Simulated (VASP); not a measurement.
Wanted: the native input for a VASP 6.6.1 run.

- Task: single point
- Functional: PBE
- Dispersion: D3(BJ)
- Potentials or basis: VASP PAW PBE potentials, release 64 (C, H)
- Cutoff: 520 eV
- k mesh: 6 × 4 × 1
- Occupations: gaussian, width 0.1 eV
- Spin: no spin polarisation
- Dipole correction: yes
- Further INCAR settings: LREAL = Auto; ALGO = Normal; EDIFF = 1e-07; NBANDS = 56

The structure of HC20 lies in POSCAR:

```
HC20
1.0
    4.9292027291      0.0000000000      0.0000000000
    0.0000000000      6.8054113579      0.0000000000
    0.0000000000      0.0000000000     22.2346643469
C H
20 1
Direct
    0.3122885183      0.2500141188      0.1798992752
    0.8122885183      0.2500141188      0.1798992752
    0.0622635010      0.2500141188      0.2119095571
    0.5622635010      0.2500141188      0.2119095571
    0.1871989222      0.7499858812      0.2279080302
    0.6871989222      0.7499858812      0.2279080302
    0.4371739048      0.7499858812      0.2599183120
    0.9371739048      0.7499858812      0.2599183120
    0.0621093260      0.2500141188      0.2759167852
    0.5621093260      0.2500141188      0.2759167852
    0.3120409925      0.2500133946      0.3071026518
    0.8120409925      0.2500133946      0.3071026518
    0.4371093881      0.7499905632      0.3309339292
    0.9371093881      0.7499905632      0.3309339292
    0.1866551682      0.7499900467      0.3565506911
    0.6866551682      0.7499900467      0.3565506911
    0.3119519864      0.2500147752      0.3740490919
    0.8119519864      0.2500147752      0.3740490919
    0.0621664184      0.2500173699      0.4018349100
    0.5621664184      0.2500173699      0.4018349100
    0.2288330851      0.4166840366      0.5142719570
```

These files were run (other wordings do the same):

INCAR

```
SYSTEM = HC20
PREC     = Accurate       ! precision mode
ENCUT    = 520            ! plane-wave cutoff, eV
EDIFF    = 1E-7           ! SCF threshold, eV
ISMEAR   = 0              ! smearing method
SIGMA    = 0.1            ! smearing width, eV
LREAL    = Auto         
LASPH    = .TRUE.         ! aspherical terms in the spheres
NELM     = 100            ! most SCF steps
ALGO     = Normal         ! electronic algorithm
ISIF     = 2              ! what is computed and relaxed
LWAVE    = .FALSE.        ! write WAVECAR
LCHARG   = .TRUE.         ! write CHGCAR
LDIPOL   = .TRUE.       
IDIPOL   = 3            
DIPOL    = 0.5 0.5 0.303
GGA      = PE             ! functional
IVDW     = 12             ! dispersion correction
LELF     = .TRUE.         ! ELF
LVHAR    = .TRUE.       
LVACPOTAV= .TRUE.       
NBANDS   = 56             ! bands
```

KPOINTS

```
Automatic mesh
0
G
  6 4 1
  0 0 0
```

Potentials or basis: VASP PAW PBE potentials, release 64 (C, H).

The run is started by

```console
$ cat potpaw_PBE.64/C/POTCAR potpaw_PBE.64/H/POTCAR > POTCAR
$ mpirun -np 1 vasp_std > vasp.out
```

Results of the run:

The largest force is 3.637 eV/Å and the band gap on the k mesh is zero (an odd number of electrons rules out a gap without spin polarisation). The dispersion energy per atom is -0.104 eV.

Run time: 27 min on 1 thread of Intel(R) Xeon(R) Platinum 8488C (Sapphire Rapids) (shared host), peak memory 0.9 GiB.
